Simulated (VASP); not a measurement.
# Ni (Fm-3m) in VASP: single point with PBE

Aim: the single point of Ni with PBE.

Everything below comes from runs of VASP 6.6.1. Logs are shortened: lines on timing, memory, paths and dates and some standing lists are left out, and cuts for length are marked.

### 1 The cell of the first run

Symmetry: Fm-3m, No. 225, cubic system. Conventional cell: a = 3.518 Å, b = 3.518 Å, c = 3.518 Å, α = 90.00°, β = 90.00°, γ = 90.00°. Ni (site symmetry m-3m) has 12 Ni at 2.49 Å within 3.3 Å.

### 2 Single point, PBE, collinear spin, ferromagnetic start

INCAR

```
SYSTEM = Ni
ALGO = Normal ; EDIFF = 1E-7
ENCUT = 520 ; GGA = PE
ISIF = 2 ; ISMEAR = 0
ISPIN = 2 ; LASPH = .True.
LCHARG = .False. ; LMAXMIX = 4
LORBIT = 11 ; LREAL = .False.
LWAVE = .False. ; MAGMOM = 0.75
NBANDS = 15 ; NELM = 150
PREC = Accurate ; SIGMA = 0.15
```

KPOINTS

```
k-points
0
Gamma
  22 22 22
  0 0 0
```

POSCAR

```
Ni
1.0
    0.0000000000      1.7591360705      1.7591360705
    1.7591360705      0.0000000000      1.7591360705
    1.7591360705      1.7591360705      0.0000000000
Ni
1
Direct
    0.0000000000      0.0000000000      0.0000000000
```

Potentials or basis: VASP PAW PBE potentials, release 64 (Ni).

The run is started by

```
cat potpaw_PBE.64/Ni/POTCAR > POTCAR
mpirun -np 1 vasp_std > vasp.out
```

OUTCAR:

```text
SYSTEM = Ni
   EDIFF = 1E-7
   ENCUT = 520
   GGA = PE
   ISIF = 2
   ISMEAR = 0
   ISPIN = 2
   LASPH = .True.
   LORBIT = 11
   LREAL = .False.
   NELM = 150
   PREC = Accurate

 ion  position               nearest neighbor table
   1  0.000  0.000  0.000-

  LATTYP: Found a face centered cubic cell.
 ALAT       =     3.5182721410

  Lattice vectors:

 A1 = (   0.0000000000,   1.7591360705,   1.7591360705)
 A2 = (   1.7591360705,   0.0000000000,   1.7591360705)
 A3 = (   1.7591360705,   1.7591360705,   0.0000000000)

Analysis of symmetry for initial positions (statically):
[... 25 lines left out ...]
The dynamic configuration has the point symmetry O_h .

Analysis of structural, dynamic, and magnetic symmetry:
=====================================================================
 Subroutine PRICEL returns:
[... 7 lines left out ...]
 out of a pool of 48 trial point group operations.

The overall configuration has the point symmetry O_h .

 Subroutine INISYM returns: Found 48 space group operations
[... 5 lines left out ...]
                                     Primitive cell

  volume of cell :      10.8875

  direct lattice vectors                    reciprocal lattice vectors
     0.000000000  1.759136071  1.759136071    -0.284230429  0.284230429  0.284230429
     1.759136071  0.000000000  1.759136071     0.284230429 -0.284230429  0.284230429
     1.759136071  1.759136071  0.000000000     0.284230429  0.284230429 -0.284230429

  length of vectors
     2.487794089  2.487794089  2.487794089     0.492301544  0.492301544  0.492301544

  position of ions in fractional coordinates (direct lattice)
     0.000000000  0.000000000  0.000000000

  ion indices of the primitive-cell ions
   primitive index   ion index
                 1           1

----------------------------------------------------------------------------------------

 KPOINTS: k-points

Automatic generation of k-mesh.
 Grid dimensions read from file:
 generate k-points for:   22   22   22

 Generating k-lattice:

  Cartesian coordinates                     Fractional coordinates (reciprocal lattice)
    -0.012919565  0.012919565  0.012919565     0.045454545  0.000000000  0.000000000
     0.012919565 -0.012919565  0.012919565     0.000000000  0.045454545  0.000000000
     0.012919565  0.012919565 -0.012919565     0.000000000  0.000000000  0.045454545

  Length of vectors
     0.022377343  0.022377343  0.022377343

  Shift w.r.t. Gamma in fractional coordinates (k-lattice)
     0.000000000  0.000000000  0.000000000

 Subroutine IBZKPT returns following result:
 ===========================================

 Found    328 irreducible k-points:

 Following reciprocal coordinates:
            Coordinates               Weight
  0.000000  0.000000  0.000000      1.000000
  0.045455  0.000000  0.000000      8.000000
  0.090909  0.000000  0.000000      8.000000
  0.136364  0.000000  0.000000      8.000000
  0.181818  0.000000  0.000000      8.000000
  0.227273  0.000000  0.000000      8.000000
[... 16 lines left out ...]
  0.500000  0.045455  0.000000     24.000000
 -0.454545  0.045455  0.000000     24.000000
 [... further k-points ...]
   k-points           NKPTS =    328   k-points in BZ     NKDIM =    328   number of bands    NBANDS=     15
   number of dos      NEDOS =    301   number of ions     NIONS =      1
   total plane-waves  NPLWV =   8000
   dimension x,y,z NGX =    20 NGY =   20 NGZ =   20
   dimension x,y,z NGXF=    40 NGYF=   40 NGZF=   40
   ions per type =               1
   NGX,Y,Z   is equivalent  to a cutoff of  13.36, 13.36, 13.36 a.u.
   NGXF,Y,Z  is equivalent  to a cutoff of  26.73, 26.73, 26.73 a.u.
 SYSTEM =  Ni
   PREC   = accura    normal or accurate (medium, high low for compatibility)
   ISTART =      0    job   : 0-new  1-cont  2-samecut
   ICHARG =      2    charge: 1-file 2-atom 10-const
   ISPIN  =      2    spin polarized calculation?
   LNONCOLLINEAR =      F non collinear calculations
   LSORBIT =      F    spin-orbit coupling
   LASPH  =      T    aspherical Exc in radial PAW
   ENCUT  =  520.0 eV  38.22 Ry    6.18 a.u.   4.63  4.63  4.63*2*pi/ulx,y,z
   NELM   =    150;   NELMIN=  2; NELMDL= -5     # of ELM steps
   EDIFF  = 0.1E-06   stopping-criterion for ELM
   LREAL  =      F    real-space projection
   EDIFFG = 0.1E-05   stopping-criterion for IOM
   NSW    =      0    number of steps for IOM
   IBRION =     -1    ionic relax: 0-MD 1-quasi-New 2-CG
   NFREE  =      0    steps in history (QN), initial steepest desc. (CG)
   ISIF   =      2    stress and relaxation
   ISYM   =      2    0-nonsym 1-usesym 2-fastsym
   POTIM  = 0.5000    time-step for ionic-motion
   TEBEG  =    0.0;   TEEND  =   0.0 temperature during run
   PSTRESS=    0.0 pullay stress
   NELECT =      10.0000    total number of electrons
   NUPDOWN=      -1.0000    fix difference up-down
   EMIN   =  10.00;   EMAX   =-10.00  energy-range for DOS
   EFERMI =   0.00;   METHOD = LEGACY
   ISMEAR =     0;   SIGMA  =   0.15  broadening in eV -4-tet -1-fermi 0-gaus
   EFERMI_NEDOS =   21; number of points for ismear=-14 and -15
   IALGO  =     38    algorithm
   IMIX   =      4    mixing-type and parameters
     AMIX     =   0.40;   BMIX     =  1.00
     AMIX_MAG =   1.60;   BMIX_MAG =  1.00
  volume/ion in A,a.u.               =      10.89        73.47
  Fermi-wavevector in a.u.,A,eV,Ry     =   1.591349  3.007213 34.455274  2.532391
  Thomas-Fermi vector in A             =   2.689903
   LORBIT       =     11    0 simple, 1 ext, 2 COOP (PROOUT), +10 PAW based schemes
   GGA     = PE    functional components
   LHFCALC =     F    Hartree Fock is set to
   AEXX    =    0.0000 exact exchange contribution
   IVDW    =     0    specifies the selected vdW correction
   LEPSILON=     F    determine dielectric tensor
   LRPA    =     F    only Hartree local field effects (RPA)
 spin polarized calculation
 Gauss-broadening in eV      SIGMA  =   0.15
  energy-cutoff  :      520.00
  volume of cell :       10.89
 maximum number of plane-waves:       305
   NGX =  9   NGY =  9   NGZ =  9

 number of electron      10.0000009 magnetization       0.6330172

 Free energy of the ion-electron system (eV)
  ---------------------------------------------------
  ext. energy  EPLUGINS =         0.00000000
  ---------------------------------------------------
  free energy    TOTEN  =        -5.48007949 eV

  energy without entropy =       -5.46058277  energy(sigma->0) =       -5.47033113

 E-fermi :   9.3644     XC(G=0): -13.2516

 val. band max:        9.3608628350   @ k =  -0.3182   0.3636   0.0455
 cond. band min:       9.3660896551   @ k =   0.5000   0.2273   0.0909
 fundamental gap:      0.0052268201
 Fermi energy:         9.3643653975

 spin component 1

 k-point     1 :       0.0000    0.0000    0.0000
  band No.  band energies     occupation
      1       0.3607      1.00000
      2       6.9307      1.00000
      3       6.9307      1.00000
      4       6.9307      1.00000
      5       8.1038      1.00000
      6       8.1038      1.00000
      7      33.0850      0.00000
      8      36.9384      0.00000
      9      36.9384      0.00000
     10      36.9384      0.00000
     11      39.8744      0.00000
     12      39.8744      0.00000
     13      39.8744      0.00000
     14      42.8423      0.00000
     15      49.1311      0.00000

 k-point     2 :       0.0455    0.0000    0.0000
  band No.  band energies     occupation
      1       0.4416      1.00000
      2       6.9097      1.00000
      3       6.9489      1.00000
      4       6.9489      1.00000
      5       8.0958      1.00000
      6       8.0958      1.00000
      7      32.8506      0.00000
      8      35.7373      0.00000
      9      36.7303      0.00000
     10      36.7303      0.00000
     11      40.1770      0.00000
     12      40.1770      0.00000
     13      40.7059      0.00000
     14      43.4639      0.00000
     15      48.2355      0.00000

 k-point     3 :       0.0909    0.0000    0.0000
  band No.  band energies     occupation
      1       0.6823      1.00000
      2       6.8507      1.00000
      3       6.9994      1.00000
      4       6.9994      1.00000
      5       8.0763      1.00000
      6       8.0763      1.00000
      7      31.6962      0.00000
      8      34.4854      0.00000
      9      36.2770      0.00000
     10      36.2770      0.00000
     11      40.8775      0.00000
     12      40.8775      0.00000
     13      41.0747      0.00000
     14      45.5952      0.00000
     15      46.7876      0.00000
[... 343 lines left out ...]
 k-point    23 :       0.5000    0.0455    0.0000
  band No.  band energies     occupation
      1       4.5757      1.00000
      2       6.9169      1.00000
      3       6.9814      1.00000
      4       8.2790      1.00000
      5       8.7599      1.00000
      6       9.5711      0.02563
      7      15.0974      0.00000
      8      31.1840      0.00000
      9      33.3061      0.00000
     10      33.3805      0.00000
     11      37.6967      0.00000
     12      37.7792      0.00000
     13      43.5683      0.00000
     14      54.2359      0.00000
     15      55.5417      0.00000

 k-point    24 :      -0.4545    0.0455    0.0000
  band No.  band energies     occupation
      1       4.5655      1.00000
      2       6.9244      1.00000
      3       6.9823      1.00000
      4       8.2543      1.00000
      5       8.7198      1.00000
      6       9.4927      0.11317
      7      15.2803      0.00000
      8      31.1120      0.00000
      9      33.1616      0.00000
     10      33.7719      0.00000
     11      37.3478      0.00000
     12      38.0499      0.00000
     13      43.5679      0.00000
     14      54.5160      0.00000
     15      54.5608      0.00000

 [... further k-points ...]

 spin component 2

 k-point     1 :       0.0000    0.0000    0.0000
  band No.  band energies     occupation
      1       0.3268      1.00000
      2       7.6891      1.00000
      3       7.6891      1.00000
      4       7.6891      1.00000
      5       8.6996      1.00000
      6       8.6996      1.00000
      7      32.9216      0.00000
      8      36.9217      0.00000
      9      36.9217      0.00000
     10      36.9217      0.00000
     11      39.9769      0.00000
     12      39.9769      0.00000
     13      39.9769      0.00000
     14      42.7185      0.00000
     15      49.3304      0.00000

 k-point     2 :       0.0455    0.0000    0.0000
  band No.  band energies     occupation
      1       0.4079      1.00000
      2       7.6653      1.00000
      3       7.7082      1.00000
      4       7.7082      1.00000
      5       8.6911      1.00000
      6       8.6911      1.00000
      7      32.7130      0.00000
      8      35.7335      0.00000
      9      36.7306      0.00000
     10      36.7306      0.00000
     11      40.2597      0.00000
     12      40.2597      0.00000
     13      40.7423      0.00000
     14      43.3736      0.00000
     15      48.4100      0.00000

 k-point     3 :       0.0909    0.0000    0.0000
  band No.  band energies     occupation
      1       0.6489      1.00000
      2       7.5979      1.00000
      3       7.7600      1.00000
      4       7.7600      1.00000
      5       8.6710      1.00000
      6       8.6711      1.00000
      7      31.6644      0.00000
      8      34.4141      0.00000
      9      36.3060      0.00000
     10      36.3060      0.00000
     11      40.9212      0.00000
     12      40.9212      0.00000
     13      41.0411      0.00000
     14      45.5568      0.00000
     15      46.9551      0.00000
[... 343 lines left out ...]
 k-point    23 :       0.5000    0.0455    0.0000
  band No.  band energies     occupation
      1       5.0115      1.00000
      2       7.5272      1.00000
      3       7.6063      1.00000
      4       8.6321      1.00000
      5       9.5240      0.06618
      6       9.9394      0.00000
      7      15.5156      0.00000
      8      31.0699      0.00000
      9      33.3892      0.00000
     10      33.4576      0.00000
     11      37.7432      0.00000
     12      37.8084      0.00000
     13      43.6927      0.00000
     14      54.5684      0.00000
     15      55.9355      0.00000

 k-point    24 :      -0.4545    0.0455    0.0000
  band No.  band energies     occupation
      1       4.9932      1.00000
      2       7.5370      1.00000
      3       7.6065      1.00000
      4       8.5785      1.00000
      5       9.4826      0.13256
      6       9.9127      0.00000
      7      15.6827      0.00000
      8      31.0126      0.00000
      9      33.2210      0.00000
     10      33.8567      0.00000
     11      37.3952      0.00000
     12      38.0805      0.00000
     13      43.6892      0.00000
     14      54.6333      0.00000
     15      55.2020      0.00000

 [... further k-points ...]
[... 5 lines left out ...]
  --------------------------------------------------------------------------------------
  -------------------------------------------------------------------------------------
  Total        0.0072629      0.0072629      0.0072629      0.0000000      0.0000000      0.0000000
  in kB        1.0687828      1.0687828      1.0687828      0.0000000      0.0000000      0.0000000
  external PRESSURE =       1.0687828 kB  Pullay stress =       0.0000000 kB

 VOLUME and BASIS-vectors are now :
 -----------------------------------------------------------------------------
  energy-cutoff  :      520.00
  volume of cell :       10.89
      direct lattice vectors                 reciprocal lattice vectors
     0.000000000  1.759136071  1.759136071    -0.284230429  0.284230429  0.284230429
     1.759136071  0.000000000  1.759136071     0.284230429 -0.284230429  0.284230429
     1.759136071  1.759136071  0.000000000     0.284230429  0.284230429 -0.284230429

 POSITION                                       TOTAL-FORCE (eV/Angst)
 -----------------------------------------------------------------------------------
      0.00000      0.00000      0.00000         0.000000      0.000000      0.000000
 -----------------------------------------------------------------------------------
    total drift:                               -0.000000     -0.000000     -0.000000

  FREE ENERGIE OF THE ION-ELECTRON SYSTEM (eV)
  ---------------------------------------------------
  free  energy   TOTEN  =        -5.4800794946 eV

  energy  without entropy=       -5.4605827678  energy(sigma->0) =       -5.47033113

 total charge

# of ion       s       p       d       tot
------------------------------------------
    1        0.498   0.497   8.314   9.308

 magnetization (x)

# of ion       s       p       d       tot
------------------------------------------
    1       -0.006  -0.025   0.676   0.645
```

Run time: 3.2 min. Hardware: 1 thread of AMD EPYC 7R43 (Zen 3), shared host; peak memory 0.15 GiB.

What came out:

```
Free energy                                           : -5.4801 eV
Pressure                                              : 0.1 GPa
Net moment                                            : 0.63 μB per cell
Site moments                                          : Ni +0.65 μB
Valence electrons inside the program's atomic spheres : Ni 9.31
```

Levels at points of the mesh, in eV from the Fermi level:
Spin up:
| k point | band 3 | band 4 | band 5 | band 6 | band 7 | band 8 |
| --- | --- | --- | --- | --- | --- | --- |
| (0.00, 0.00, 0.00) | -2.43 | -2.43 | -1.26 | -1.26 | 23.72 | 27.57 |
| (0.50, 0.00, 0.00) | -2.42 | -0.61 | -0.61 | -0.29 | 5.66 | 22.21 |
| (0.50, 0.50, 0.00) | -0.55 | -0.48 | -0.48 | 2.45 | 9.21 | 14.82 |
Spin down:
| k point | band 3 | band 4 | band 5 | band 6 | band 7 | band 8 |
| --- | --- | --- | --- | --- | --- | --- |
| (0.00, 0.00, 0.00) | -1.68 | -1.68 | -0.66 | -0.66 | 23.56 | 27.56 |
| (0.50, 0.00, 0.00) | -1.79 | -0.35 | 0.16 | 0.16 | 6.08 | 22.07 |
| (0.50, 0.50, 0.00) | 0.07 | 0.39 | 0.39 | 2.41 | 9.46 | 14.83 |
